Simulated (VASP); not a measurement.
S: single point with PBE

S:

```
S
1.0
     0.00000    2.85709    2.85709
     2.85709    0.00000    2.85709
     2.85709    2.85709    0.00000
S
2
Direct
  0.00000 0.00000 0.00000
  0.25000 0.25000 0.25000
```

This isn't the form of S at room conditions, which is orthorhombic, of S8 rings.

| Item | Value |
| --- | --- |
| Program | VASP 6.6.1 |
| Task | single point |
| Functional | PBE |
| Potentials or basis | VASP PAW PBE potentials, release 64 (S) |
| Cutoff | 520 eV |
| k mesh | 11 × 11 × 11 |
| Occupations | fermi-dirac, width 0.0612256 eV |
| Spin | no spin polarisation |

```
Pressure               : 1.8 GPa
Band gap on the k mesh : zero (bands 6 and 7 overlap by 1.25 eV)
```

Levels at points of the mesh, in eV from the Fermi level:
```tsv
k point	band 2	band 3	band 4	band 5	band 6	band 7	band 8	band 9	band 10	band 11
(0.00, 0.00, 0.00)	-8.95	-3.99	-3.99	-3.99	-0.99	-0.99	-0.99	5.63	7.78	7.78
```

Run time: 55 s on 1 thread of Intel Xeon 8259CL, with other jobs on the host, peak memory 0.17 GiB.
